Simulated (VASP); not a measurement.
Rh2O5 (cubic X2O5 type), 14 atoms in the cell. The structure is cubic, space group Pn-3m (No. 224). The conventional cell has a = 4.973 Å, b = 4.973 Å, c = 4.973 Å, α = 90.00°, β = 90.00°, γ = 90.00°. Rh (site symmetry -3m) has 12 O at 2.15 to 2.49 Å within 2.8 Å. Within 2.8 Å of O (site symmetry -3m) lie 6 O at 2.15 Å and 6 Rh at 2.49 Å. Within 2.8 Å of O (site symmetry -42m) lie 4 Rh at 2.15 Å and 8 O at 2.15 to 2.49 Å. 

| Quantity | Value |
| --- | --- |
| Program | VASP 6.6.1 |
| Task | single point |
| Functional | PBE |
| Potentials or basis | VASP PAW PBE potentials, release 64 (Rh_pv, O) |
| Cutoff | 520 eV |
| k mesh | 8 × 8 × 8 |
| Occupations | fermi-dirac, width 0.0612256 eV |
| Spin | no spin polarisation |
| Dipole correction | no |
| Further INCAR settings | ALGO = Normal; EDIFF = 1e-07; NBANDS = 73 |

Potentials or basis: VASP PAW PBE potentials, release 64 (Rh_pv, O).

Command:

```bash
$ cat potpaw_PBE.64/Rh_pv/POTCAR potpaw_PBE.64/O/POTCAR > POTCAR
$ mpirun -np 1 vasp_std > vasp.out
```

Hardware: 1 thread of Intel(R) Xeon(R) Platinum 8488C (Sapphire Rapids) (shared host).

Task: How long does it take, and how much memory?

Result: It took 4.7 min on 1 thread of Intel(R) Xeon(R) Platinum 8488C (Sapphire Rapids) (shared host), peak memory 0.37 GiB. Counts: scf iterations 19, k points 35.
